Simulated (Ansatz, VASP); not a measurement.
One calculation of Cu3F2, two programs

```
Cu F
1.0
     3.50939    0.00000    0.00000
    -1.75470    3.03922    0.00000
     0.00000    0.00000    5.46004
Cu F
3 2
Direct
  0.00000 0.00000 0.00000
  0.33333 0.66667 0.64500
  0.66667 0.33333 0.35500
  0.33333 0.66667 0.24500
  0.66667 0.33333 0.75500
```

Alike in both runs: task relaxation of cell and atoms; functional PBE; k mesh 6 × 6 × 4; occupations gaussian, width 0.1 eV; no spin polarisation.

|  | VASP | Ansatz |
| --- | --- | --- |
| version | VASP 6.6.1 | Ansatz 0.2.0 |
| potentials or method | VASP PAW PBE potentials, release 64 (Cu, F), cutoff 600 eV | scalar-relativistic, plane waves, PAW |
| valence electrons in the cell | 47 | 71 |

|  | VASP | Ansatz | Ansatz less VASP |
| --- | --- | --- | --- |
| gap on the k mesh at the Fermi level, each at its own relaxed structure (eV) | none | none | - |
| relaxed volume (Å³/atom) | 11.34 | 11.18 | -0.162 |
| relaxed cell length with the largest relative difference (Å) | 7.660 | 8.558 | +0.8985 |

A gap of «none» marks a metal or a gap that the smearing closes. One of these differences is far larger than is usual between the two programs; its cause wasn't traced. VASP's potentials hold 47 valence electrons a cell and Ansatz's 71, so a difference there can come from the potentials and not from the codes.
